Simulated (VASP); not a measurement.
# Cd2HgS3: relaxation of cell and atoms with PBE

The system is Cd2HgS3.

```xyz
6
Lattice="3.6232 -2.0553 0.0000 3.6232 2.0553 0.0000 -1.1097 0.0000 9.6920" Properties=species:S:1:pos:R:3 pbc="T T T"
Cd    5.5916   -0.8314    1.5814
Cd    0.5450   -0.8314    8.1105
Hg    3.0683   -0.7892    4.8460
S     3.6232    0.0658    0.0000
S     4.6718   -0.8622    6.6054
S     1.4648   -0.8622    3.0865
```

| Item | Value |
| --- | --- |
| Program | VASP 6.6.1 |
| Task | relaxation of cell and atoms |
| Functional | PBE |
| Potentials or basis | VASP PAW PBE potentials, release 64 (Cd, Hg, S) |
| Cutoff | 600 eV |
| k mesh | 8 × 8 × 4 |
| Occupations | gaussian, width 0.02 eV |
| Spin | no spin polarisation |
| Dipole correction | no |
| Further INCAR settings | ALGO = Normal; EDIFF = 1e-06; IBRION = 2; EDIFFG = -0.01; NSW = 100; ISIF = 3 |

```
Relaxed volume                        : 24.18 Å³/atom
Relaxed cell                          : a = 4.173 Å, b = 4.173 Å, c = 9.773 Å, α = 95.64°, β = 95.64°, γ = 59.11°
Space group after relaxing (to 0.1 Å) : C2 (No. 5)
Energy gained by relaxing             : 0.2 meV/atom
Ionic steps                           : 5
Pressure after relaxing               : 0.0 GPa
Largest force after relaxing          : 0.009 eV/Å
Band gap on the k mesh                : 1.03 eV (least direct gap 1.09 eV)
```

Forces in eV/Å, atoms in the order of the input:
```
Cd   0.000 -0.001  0.001
Cd   0.000 -0.001 -0.001
Hg   0.000  0.004  0.000
S    0.000 -0.003  0.000
S    0.008  0.001 -0.003
S   -0.008  0.001  0.003
```

Step by step:
| step | energy change (eV) | largest force (eV/Å) | pressure (GPa) | volume (Å³) |
| --- | --- | --- | --- | --- |
| 1 | 0.0000 | 0.0594 | 0.34 | 144.35 |
| 2 | -0.0006 | 0.0325 | -0.19 | 145.41 |
| 3 | -0.0009 | 0.0137 | 0.02 | 145.03 |
| 4 | -0.0009 | 0.0136 | 0.01 | 145.04 |
| 5 | -0.0009 | 0.0089 | -0.01 | 145.09 |

Final structure:
```xyz
6
Lattice="3.6298 -2.0582 0.0014 3.6298 2.0582 0.0014 -1.1081 0.0000 9.7096" Properties=species:S:1:pos:R:3 pbc="T T T"
Cd    5.6025   -0.8325    1.5865
Cd    0.5491   -0.8325    8.1260
Hg    3.0758   -0.7900    4.8562
S     2.5218    0.0652    9.7110
S     4.6850   -0.8633    6.6198
S     1.4666   -0.8633    3.0926
```

Levels at points of the mesh, in eV from the valence-band top:
| k point | band 25 | band 26 | band 27 | band 28 | band 29 | band 30 |
| --- | --- | --- | --- | --- | --- | --- |
| (0.00, 0.00, 0.00) | -0.40 | -0.30 | -0.06 | 1.03 | 3.27 | 3.57 |
| (0.50, 0.00, 0.00) | -1.24 | -0.95 | -0.71 | 2.24 | 3.13 | 3.46 |
| (0.50, 0.50, 0.00) | -1.28 | -0.71 | -0.44 | 1.98 | 3.00 | 3.28 |
| (0.00, 0.00, 0.50) | -0.36 | -0.25 | 0.00 | 2.03 | 2.53 | 3.50 |
| (0.50, 0.00, 0.50) | -1.29 | -0.76 | -0.68 | 2.26 | 3.01 | 3.46 |
| (0.50, 0.50, 0.50) | -1.10 | -0.72 | -0.59 | 2.11 | 2.72 | 4.07 |

It took 33 min on 1 thread of Oxide Virtual Turin-like Processor (shared host), peak memory 0.59 GiB.

Caveat: spin-orbit coupling is left out, which moves the levels of the heavy elements. A k mesh can miss the band edges.
